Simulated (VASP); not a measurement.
**Al: relaxation of cell and atoms with PBEsol**

Crystal: Al.

```
Al
1.0
     0.00000    2.02481    2.02481
     2.02481    0.00000    2.02481
     2.02481    2.02481    0.00000
Al
1
Direct
  0.00000 0.00000 0.00000
```

```json
{
 "Program": "VASP 6.6.1",
 "Task": "relaxation of cell and atoms",
 "Functional": "PBEsol",
 "Potentials or basis": "VASP PAW PBE potentials, release 64 (Al)",
 "Cutoff": "600 eV",
 "k mesh": "9 × 9 × 9",
 "Occupations": "methfessel-paxton, width 0.1 eV",
 "Spin": "no spin polarisation",
 "Dipole correction": "no",
 "Further INCAR settings": "ALGO = Normal; EDIFF = 1e-06; IBRION = 2; EDIFFG = -0.01; NSW = 80; ISIF = 3"
}
```

| Item | Value |
| --- | --- |
| Relaxed volume | 16.29 Å³/atom |
| Relaxed cell | a = 2.845 Å, b = 2.845 Å, c = 2.845 Å, α = 60.00°, β = 60.00°, γ = 60.00° |
| Space group after relaxing (to 0.05 Å) | Fm-3m (No. 225) |
| Energy gained by relaxing | 1.6 meV/atom |
| Ionic steps | 3 |
| Pressure after relaxing | 0.0 GPa |

The path:
| step | energy change (eV) | largest force (eV/Å) | pressure (GPa) | volume (Å³) |
| --- | --- | --- | --- | --- |
| 1 | 0.0000 | 0.0000 | -1.58 | 16.60 |
| 2 | -0.0015 | 0.0000 | 0.39 | 16.21 |
| 3 | -0.0016 | 0.0000 | 0.00 | 16.29 |

Final structure:
```
Al
1.0
     0.00000    2.01182    2.01182
     2.01182    0.00000    2.01182
     2.01182    2.01182    0.00000
Al
1
Direct
  0.00000 0.00000 0.00000
```

Levels at points of the mesh, in eV from the Fermi level:
| k point | band 1 | band 2 | band 3 | band 4 | band 5 |
| --- | --- | --- | --- | --- | --- |
| (0.00, 0.00, 0.00) | -11.19 | 12.69 | 12.69 | 12.69 | 14.28 |

Wall time 4.1 s on 1 thread of Intel Xeon 6975P-C, on a shared host, peak memory 0.13 GiB.

Caveat: the PAW data sets were made with another functional, which shifts forces and pressure a little.
